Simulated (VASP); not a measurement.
# Zn: single point with LDA

Zn:

```
Zn
1.0
    -0.67027    1.57783    1.57783
     1.57783   -0.67027    1.57783
     1.57783    1.57783   -0.67027
Zn
1
Direct
  0.00000 0.00000 0.00000
```

```json
{"Program": "VASP 6.6.1", "Task": "single point", "Functional": "LDA", "Potentials or basis": "VASP PAW LDA potentials, release 64 (Zn)", "Cutoff": "520 eV", "k mesh": "22 × 22 × 22", "Occupations": "gaussian, width 0.15 eV", "Spin": "no spin polarisation"}
```

| Property | Result |
| --- | --- |
| Pressure | 32.8 GPa |
| Band gap on the k mesh | zero (band 6 reaches 9.32 eV, above the bottom of band 7 at 1.68 eV) |

Stress tensor (GPa, compression positive):
```
32.83  3.12  3.12
 3.12 32.83  3.12
 3.12  3.12 32.83
```

Levels at points of the mesh, in eV from the Fermi level:
| k point | band 2 | band 3 | band 4 | band 5 | band 6 | band 7 | band 8 | band 9 | band 10 | band 11 |
| --- | --- | --- | --- | --- | --- | --- | --- | --- | --- | --- |
| (0.00, 0.00, 0.00) | -9.48 | -9.48 | -7.32 | -7.32 | -7.30 | 15.56 | 15.56 | 15.64 | 18.98 | 18.98 |
| (0.50, 0.00, 0.00) | -9.25 | -7.96 | -7.89 | -7.26 | -4.51 | -2.53 | 20.82 | 20.89 | 23.85 | 24.31 |
| (0.50, 0.50, 0.00) | -8.97 | -7.83 | -7.79 | -6.82 | 0.41 | 2.14 | 4.71 | 7.54 | 25.21 | 28.98 |
| (0.50, 0.50, 0.50) | -8.99 | -8.99 | -6.79 | -6.79 | 5.00 | 8.08 | 8.08 | 10.72 | 12.36 | 13.72 |

Run time: 100 s on 1 thread of Intel(R) Xeon(R) Platinum 8259CL CPU @ 2.50GHz (Skylake/Cascade Lake), on a shared host, peak memory 0.24 GiB.
